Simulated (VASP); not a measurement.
Set up this calculation in VASP 6.6.1, as the native input.

* Task: single point
* Functional: PBE
* Potentials or basis: VASP PAW PBE potentials, release 64 (Li_sv, Cl)
* Cutoff: 650 eV
* k mesh: 2 × 2 × 2, shifted
* Occupations: methfessel-paxton, width 0.2 eV
* Spin: no spin polarisation
* Dipole correction: no
* Further INCAR settings: ALGO = Normal; EDIFF = 1e-06; NBANDS = 30

The structure of LiCl lies in POSCAR:

```
LiCl
1.0
    0.0000000000      5.1303780000      5.1303780000
    5.1303780000      0.0000000000      5.1303780000
    2.5651890000      2.5651890000      0.0000000000
Li Cl
4 4
Direct
    0.0057715046     -0.0014451177     -0.0215317468
   -0.0103892930      0.4941772322      0.0243915750
    0.4954643693      0.0033115494     -0.0059911765
    0.5065134577      0.4962687934     -0.0117143415
    0.2461597372      0.2536862781      0.5056455879
    0.2495047149      0.7501019418      0.5021253795
    0.7541662622      0.2463145990      0.4954032627
    0.7501484296      0.7513543836      0.5002855540
```

One way to write it, as run:

INCAR

```
SYSTEM = LiCl
PREC = Accurate
ENCUT = 650
EDIFF = 1E-6
ISMEAR = 1
SIGMA = 0.2
LREAL = .FALSE.
LASPH = .TRUE.
NELM = 120
ALGO = Normal
ISIF = 2
LWAVE = .FALSE.
LCHARG = .TRUE.
GGA = PE
LELF = .TRUE.
LVHAR = .TRUE.
NBANDS = 30
GGA_COMPAT = .FALSE.
```

KPOINTS

```
Automatic mesh
0
Gamma
  2 2 2
  0.5 0.5 0.5
```

Potentials or basis: VASP PAW PBE potentials, release 64 (Li_sv, Cl).

Run with:

```sh
$ cat potpaw_PBE.64/Li_sv/POTCAR potpaw_PBE.64/Cl/POTCAR > POTCAR
$ mpirun -np 1 vasp_std > vasp.out
```

Results of the run:

- Pressure: -0.5 GPa
- Largest force: 0.138 eV/Å
- Band gap on the k mesh: 7.40 eV

Caveat: the k points lie up to 0.87 Å⁻¹ apart; a shifted mesh leaves out Γ, where band edges can lie.

Run time: 27 s on 1 thread of Intel(R) Xeon(R) Platinum 8488C (Sapphire Rapids), on a shared host, peak memory 0.3 GiB.
